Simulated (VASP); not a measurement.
Runs of VASP 6.6.1 on MgSe. It takes space group Fm-3m (No. 225, cubic). The conventional cell has a = 5.451 Å, b = 5.451 Å, c = 5.451 Å, α = 90.00°, β = 90.00°, γ = 90.00°. Mg (site symmetry m-3m) has 6 Se at 2.73 Å within 3.6 Å. Within 3.6 Å of Se (site symmetry m-3m) lie 6 Mg at 2.73 Å. 

| level | potentials or basis | k mesh | cutoff (eV) | grid for exact exchange (PRECFOCK) | screening parameter | share of exact exchange | gap on the mesh (eV) | pressure (GPa) |
| --- | --- | --- | --- | --- | --- | --- | --- | --- |
| LDA | VASP PAW LDA potentials, release 64 (Mg, Se) | 8 × 8 × 8 | 600 | - | - | - | 1.65 | -2.4 |
| PBE | VASP PAW PBE potentials, release 64 (Mg, Se) | 4 × 4 × 4 | 600 | - | - | - | 1.77 | 2.3 |
| HSE06 | VASP PAW PBE potentials, release 64 (Mg, Se) | 4 × 4 × 4 | 520 | Normal | 0.2079 1/Å | - | 2.64 | 0.6 |
| PBE-based screened hybrid | VASP PAW PBE potentials, release 64 (Mg, Se) | 4 × 4 × 4 | 520 | Normal | 0.1 1/Å | 0.25 | 2.99 | 0.4 |
| PBE-based global hybrid | VASP PAW PBE potentials, release 64 (Mg, Se) | 4 × 4 × 4 | 520 | Normal | - | 0.4 | 4.40 | (a) |
| PBE | VASP PAW PBE potentials, release 64 (Mg, Se) | 8 × 8 × 8 | 600 | - | - | - | 1.80 | 1.9 |
| PBE-based screened hybrid | VASP PAW PBE potentials, release 64 (Mg, Se) | 4 × 4 × 4 | 520 | Normal | 0.5 1/Å | 0.45 | 2.51 | 0.2 |
| PBE-based global hybrid | VASP PAW PBE potentials, release 64 (Mg, Se) | 4 × 4 × 4 | 520 | Normal | - | 0.05 | (b) | 2.0 |

Alike in all rows: task single point; no spin polarisation; cell as given; smearing gaussian 0.05 eV.

Problem. Estimate the missing entries.

Solution. (a) -0.5; (b) 2.09.

Caveats: some runs use coarse meshes; the PAW data sets were made with another functional, which shifts forces and pressure a little (some runs).

A k mesh can miss the band edges, and the runs leave out spin-orbit coupling on Se.
